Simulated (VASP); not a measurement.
## AlN: single point with PBE

AlN:

```
Al N
1.0
     0.00000    2.03383    2.03383
     2.03383    0.00000    2.03383
     2.03383    2.03383    0.00000
Al N
1 1
Direct
  0.00000 0.00000 0.00000
  0.50000 0.50000 0.50000
```

```json
{
 "Program": "VASP 6.6.1",
 "Task": "single point",
 "Functional": "PBE",
 "Potentials or basis": "VASP PAW PBE potentials, release 64 (Al, N)",
 "Cutoff": "600 eV",
 "k mesh": "8 × 8 × 8",
 "Occupations": "gaussian, width 0.1 eV",
 "Spin": "no spin polarisation"
}
```

The pressure is 0.1 GPa. The band gap on the k mesh is 4.43 eV, indirect (least direct gap 5.42 eV).

Levels at points of the mesh, in eV from the valence-band top:
```csv
k point,band 1,band 2,band 3,band 4,band 5,band 6,band 7,band 8,band 9
"(0.00, 0.00, 0.00)",-17.39,0.00,0.00,0.00,5.42,12.11,12.11,12.11,17.20
"(0.50, 0.00, 0.00)",-14.20,-8.19,-1.04,-1.04,6.02,10.85,10.85,13.03,15.90
"(0.50, 0.50, 0.00)",-13.25,-7.26,-2.75,-2.75,4.43,5.33,13.83,16.97,16.97
```

Wall time 10 s on 1 thread of Intel Xeon 8259CL, with other jobs on the host, peak memory 0.13 GiB.

A k mesh can miss the band edges.
